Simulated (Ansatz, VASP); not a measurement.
One calculation of Ag, two programs

INCAR

```
SYSTEM = Ag
  ALGO = Normal
  EDIFF = 1E-6
  EDIFFG = -0.01
  ENCUT = 600
  GGA = RE
  IBRION = 2
  ISIF = 3
  ISMEAR = -1
  IVDW = 12
  LASPH = .True.
  LCHARG = .False.
  LREAL = .False.
  LWAVE = .False.
  NELM = 80
  NSW = 60
  PREC = Accurate
  SIGMA = 0.05
```

The input KPOINTS:

```
k-points
0
Gamma
  11 11 11
  0 0 0
```

POSCAR

```
Ag
1.0
    0.0000000000      2.0427500000      2.0427500000
    2.0427500000      0.0000000000      2.0427500000
    2.0427500000      2.0427500000      0.0000000000
Ag
1
Direct
    0.0000000000      0.0000000000      0.0000000000
```

input.yaml

```yaml
crystal:
  lattice:
    - [0.0, 2.04275, 2.04275]
    - [2.04275, 0.0, 2.04275]
    - [2.04275, 2.04275, 0.0]
  atoms:
    - { symbol: Ag, position: [0.0, 0.0, 0.0] }
hamiltonian:
  xc: revpbe
  pseudopotentials: { kind: paw }
  dispersion: d3bj
kpoints:
  mp_grid: { grid: [11, 11, 11] }
scf:
  occupations: { method: fermi_dirac, width: 0.05 }
output:
  forces: true
  stress: true
relax:
  f_tol: 0.01
  max_steps: 40
  cell: { stress_tol: 0.05 }
```

Alike in both runs: task relaxation of cell and atoms; functional revPBE; dispersion D3(BJ); k mesh 11 × 11 × 11; occupations fermi-dirac, width 0.05 eV; no spin polarisation.

|  | VASP | Ansatz |
| --- | --- | --- |
| version | VASP 6.6.1 | Ansatz 0.2.0 |
| potentials or method | VASP PAW PBE potentials, release 64 (Ag) | Ansatz PAW |
| plane-wave cutoff (eV) | 600 | 420 |
| valence electrons in the cell | 11 | 19 |

Ansatz gave:

* relaxed volume (Å³/atom): 16.49
* relaxed cell length with the largest relative difference (Å): 2.857

Q: Which values does VASP return?

A: Relaxed volume (Å³/atom): 16.46; relaxed cell length with the largest relative difference (Å): 2.855.

VASP's potentials were made for PBE, not for revPBE. VASP's potentials hold 11 valence electrons a cell and Ansatz's 19, so a difference there can come from the potentials and not from the codes.

Noted on Ansatz's run: the plane-wave basis is chosen anew once the cell has moved, so the energies of steps on either side of that aren't comparable.
